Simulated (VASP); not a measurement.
**In: single point with PBE**

The system is In.

```xyz
1
Lattice="-1.6262 1.6262 2.4731 1.6262 -1.6262 2.4731 1.6262 1.6262 -2.4731" Properties=species:S:1:pos:R:3 pbc="T T T"
In    0.0000    0.0000    0.0000
```

* Program: VASP 6.6.1
* Task: single point
* Functional: PBE
* Potentials or basis: VASP PAW PBE potentials, release 64 (In_d)
* Cutoff: 520 eV
* k mesh: 14 × 14 × 14
* Occupations: gaussian, width 0.05 eV
* Spin: no spin polarisation
* Dipole correction: no
* Further INCAR settings: ALGO = Fast; EDIFF = 1e-07; NBANDS = 12

```
Pressure : 1.9 GPa
```

Stress tensor (GPa, compression positive):
```
1.74 0.00 0.00
0.00 1.74 0.00
0.00 0.00 2.21
```

Levels at points of the mesh, in eV from the Fermi level:
| k point | band 4 | band 5 | band 6 | band 7 | band 8 | band 9 |
| --- | --- | --- | --- | --- | --- | --- |
| (0.00, 0.00, 0.00) | -14.57 | -14.47 | -9.60 | 10.49 | 10.49 | 10.66 |
| (0.50, 0.00, 0.00) | -14.38 | -14.35 | -4.36 | -3.43 | 7.49 | 9.10 |
| (0.50, 0.50, 0.00) | -14.36 | -14.28 | -2.01 | -1.70 | 3.48 | 3.90 |
| (0.50, 0.50, 0.50) | -14.34 | -14.34 | -2.97 | -2.72 | 4.67 | 4.67 |

It took 45 s on 1 thread of Intel(R) Xeon(R) 6975P-C (Granite Rapids), with other jobs on the host, peak memory 0.21 GiB.

Caveat: spin-orbit coupling is left out, which moves the levels of the heavy elements.
